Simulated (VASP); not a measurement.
## Cu: single point with r2SCAN

Crystal: Cu.

```
CELL_PARAMETERS angstrom
2.53410 0.00000 0.00000
-1.26705 2.19459 0.00000
0.00000 0.00000 4.11257
ATOMIC_POSITIONS crystal
Cu 0.33333 0.66667 0.25000
Cu 0.66667 0.33333 0.75000
```

```yaml
Program: VASP 6.6.1
Task: single point
Functional: r2SCAN
Potentials_or_basis: VASP PAW PBE potentials, release 64 (Cu)
Cutoff: 520 eV
k_mesh: 13 × 13 × 7
Occupations: methfessel-paxton, width 0.05 eV
Spin: no spin polarisation
Dipole_correction: no
Further_INCAR_settings: ALGO = Normal; EDIFF = 1e-06; NBANDS = 18
```

```json
{
  "Pressure": "0.8 GPa",
  "Band gap on the k mesh": "zero (band 11 reaches 11.00 eV, above the bottom of band 12 at 5.76 eV)"
}
```

Stress tensor (GPa, compression positive):
```
-0.46  0.00  0.00
 0.00 -0.46  0.00
 0.00  0.00  3.26
```

Levels at points of the mesh, in eV from the Fermi level:
```tsv
k point	band 9	band 10	band 11	band 12	band 13	band 14
(0.00, 0.00, 0.00)	-2.74	-1.94	-1.94	-1.13	4.17	22.28
```

Wall time 100 s on 1 thread of AMD EPYC 7R43 64-Core Processor (Zen 3), on a shared host, peak memory 0.12 GiB.

Caveat: the PAW data sets were made with another functional, which shifts forces and pressure a little.
